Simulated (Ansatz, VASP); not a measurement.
**Se in VASP and in Ansatz**

File INCAR:

```
  PREC = Accurate
  ENCUT = 520
  EDIFF = 1E-7
  ISMEAR = -5
  SIGMA = 0.1
  LREAL = False
  LASPH = True
  NELM = 80
  ALGO = Normal
  ISIF = 2
  LWAVE = False
  LCHARG = False
  GGA = PE
  NBANDS = 13
```

Contents of KPOINTS:

```
regular mesh
0
Gamma
  6 6 6
```

The input POSCAR:

```
Se
1.0
    0.0000000000      3.2934977703      3.2934977703
    3.2934977703      0.0000000000      3.2934977703
    3.2934977703      3.2934977703      0.0000000000
Se
2
Direct
    0.5000000000      0.5000000000      0.5000000000
    0.7500000000      0.7500000000      0.7500000000
```

Input for Ansatz:

```yaml
crystal:
  lattice:
    - [0.0, 3.2934977703, 3.2934977703]
    - [3.2934977703, 0.0, 3.2934977703]
    - [3.2934977703, 3.2934977703, 0.0]
  atoms:
    - { symbol: Se, position: [0.5, 0.5, 0.5] }
    - { symbol: Se, position: [0.75, 0.75, 0.75] }
basis:
  ecutwfc: 420
kpoints:
  mp_grid: { grid: [6, 6, 6] }
hamiltonian:
  xc: pbe
scf:
  occupations: { method: tetrahedron }
  eigensolver: { kind: davidson, full_accuracy: true }
  convergence: { dr2_threshold: "1e-3 eV" }
  max_iter: 80
output:
  forces: true
  stress: true
  eigenvalues: true
```

Alike in both runs: task single point; functional PBE; k mesh 6 × 6 × 6; occupations tetrahedron; no spin polarisation.

|  | VASP | Ansatz |
| --- | --- | --- |
| version | VASP 6.6.1 | Ansatz 0.2.0 |
| potentials or method | VASP PAW PBE potentials, release 64 (Se), cutoff 520 eV | scalar-relativistic, plane waves, PAW |
| valence electrons in the cell | 12 | 32 |

|  | VASP | Ansatz | Ansatz less VASP |
| --- | --- | --- | --- |
| gap on the k mesh at the Fermi level (eV) | none | none | - |
| pressure (GPa) | -3.5 | -3.5 | +0.01 |

A gap of «none» marks a metal or a gap that the smearing closes. With one functional, cell and mesh, what is left measures potentials, basis and numerics. VASP's potentials hold 12 valence electrons a cell and Ansatz's 32, so a difference there can come from the potentials and not from the codes. Ansatz's warnings: band table not solved further, force scf threshold loose, stress scf threshold loose, tetrahedron derivatives may miss energy slope.
